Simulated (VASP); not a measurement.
Here is a VASP 6.6.1 calculation.

The input INCAR:

```
PREC = Accurate
ENCUT = 520
EDIFF = 1E-6
ISMEAR = 0
SIGMA = 0.2
LREAL = F
LASPH = T
NELM = 100
ALGO = Normal
ISIF = 2
LWAVE = F
LCHARG = F
GGA = PE
NBANDS = 23
```

KPOINTS

```
regular mesh
0
Gamma
  4 4 4
```

File POSCAR:

```
Si4W
1.0
    3.9787697717     -2.5588210515     -0.6353442754
    3.9787697717      2.5588210515     -0.6353442754
   -2.6583330072      0.0000000000      4.4475391080
Si W
4 1
Direct
    0.8391137724      0.4696095398      0.8376771018
    0.5303904602      0.1608862276      0.1623228982
    0.4700795019      0.8397731003      0.4715231523
    0.1602268997      0.5299204981      0.5284768477
    0.0001893959     -0.0001893959      0.0000000000
```

Potentials or basis: VASP PAW PBE potentials, release 64 (Si, W_sv).

Launch:

```console
$ cat potpaw_PBE.64/Si/POTCAR potpaw_PBE.64/W_sv/POTCAR > POTCAR
$ mpirun -np 1 vasp_std > vasp.out
```

Question: Predict the pressure.

Answer: -0.1 GPa.

Question: Estimate the band gap on the k mesh.

Answer: Zero (bands 15 and 16 overlap by 2.12 eV).

Question: Estimate the largest force.

Answer: 0.019 eV/Å.

Stress tensor (GPa, compression positive):
```
-0.02  0.00  0.24
 0.00  0.15  0.00
 0.24  0.00 -0.49
```

Caveat: the k points lie up to 0.40 Å⁻¹ apart, too coarse for converged energies and pressures of a metal; spin-orbit coupling is left out, which moves the levels of the heavy elements.
